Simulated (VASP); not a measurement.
Wanted: the native input for a VASP 6.6.1 run.

| Quantity | Value |
| --- | --- |
| Task | single point |
| Functional | PBEsol |
| Potentials or basis | VASP PAW PBE potentials, release 64 (Sr_sv, Zr_sv, Ti_sv, O) |
| Cutoff | 700 eV |
| k mesh | 1 × 1 × 1, shifted |
| Occupations | fermi-dirac, width 0.05 eV |
| Spin | no spin polarisation |
| Dipole correction | no |
| Further INCAR settings | LREAL = Auto; ALGO = Normal; EDIFF = 1e-06; NBANDS = 186; ISYM = -1 |

The structure of Sr8Zr3Ti5O24 lies in POSCAR:

```
Sr8Zr3Ti5O24
1.0
    7.9440483218      0.0000000000      0.0000000000
    0.0000000000      7.9440483218      0.0000000000
    0.0000000000      0.0000000000      7.9440483218
Sr Zr Ti O
8 3 5 24
Direct
    0.9962890000      0.0002490000      0.0130840000
    0.9967930000      0.0061850000      0.5070060000
    0.9887800000      0.5125600000      0.0110830000
    0.9897420000      0.5159740000      0.5030400000
    0.5174100000      0.9961510000      0.0124220000
    0.5203240000      0.0038360000      0.4966070000
    0.5122040000      0.5076130000      0.0035420000
    0.5156400000      0.5072740000      0.4963350000
    0.2510710000      0.2534380000      0.2488030000
    0.2526390000      0.2494660000      0.7493690000
    0.2529190000      0.7505250000      0.7510560000
    0.2614870000      0.7528240000      0.2531040000
    0.7541070000      0.2595430000      0.2597660000
    0.7531660000      0.2612920000      0.7616790000
    0.7595900000      0.7586240000      0.2584580000
    0.7502580000      0.7617730000      0.7585680000
    0.2767880000      0.1912410000      0.9983730000
    0.2102090000      0.2973750000      0.4972680000
    0.2442490000      0.7966680000      0.0064110000
    0.2556620000      0.6977670000      0.4891110000
    0.7207120000      0.2557530000      0.9949160000
    0.7767510000      0.2433660000      0.4929260000
    0.7549000000      0.7438530000      0.9978620000
    0.7411340000      0.7535510000      0.4957830000
    0.9893670000      0.2566220000      0.2115640000
    0.9881590000      0.2108950000      0.7717960000
    0.9941940000      0.7379080000      0.2540040000
    0.9899350000      0.7733600000      0.7363130000
    0.5089310000      0.2390320000      0.2746260000
    0.5093020000      0.2751440000      0.7159140000
    0.4999610000      0.7588810000      0.2424020000
    0.5095820000      0.7149660000      0.7544640000
    0.2364110000      0.9899700000      0.2943220000
    0.2737840000      0.9975860000      0.6873070000
    0.2598870000      0.5077000000      0.1990980000
    0.2187000000      0.4986550000      0.8014280000
    0.7580430000      0.9965510000      0.2423010000
    0.7197530000      0.9936810000      0.7534560000
    0.7401690000      0.4986870000      0.2535780000
    0.7775970000      0.4951400000      0.7447500000
```

These files were run (other wordings do the same):

INCAR

```
PREC = Accurate
ENCUT = 700
EDIFF = 1E-6
ISMEAR = -1
SIGMA = 0.05
LREAL = Auto
LASPH = T
NELM = 120
ALGO = Normal
ISIF = 2
LWAVE = F
LCHARG = T
GGA = PS
LELF = T
LVHAR = T
NBANDS = 186
ISYM = -1
GGA_COMPAT = F
```

KPOINTS

```
explicit points
1
Reciprocal
  0.25000000   0.25000000   0.25000000 1
```

Potentials or basis: VASP PAW PBE potentials, release 64 (Sr_sv, Zr_sv, Ti_sv, O).

Run with:

```bash
$ cat potpaw_PBE.64/Sr_sv/POTCAR potpaw_PBE.64/Zr_sv/POTCAR potpaw_PBE.64/Ti_sv/POTCAR potpaw_PBE.64/O/POTCAR > POTCAR
$ mpirun -np 1 vasp_std > vasp.out
```

It gave:

| Quantity | Value |
| --- | --- |
| Pressure | 0.5 GPa |
| Largest force | 0.053 eV/Å |
| Band gap on the k mesh | 3.05 eV |

Caveat: the PAW data sets were made with another functional, which shifts forces and pressure a little; a shifted mesh leaves out Γ, where band edges can lie.

Wall time 5.3 min on 1 thread of AMD EPYC 9R45 96-Core Processor (Zen 5), on a shared host, peak memory 0.73 GiB.
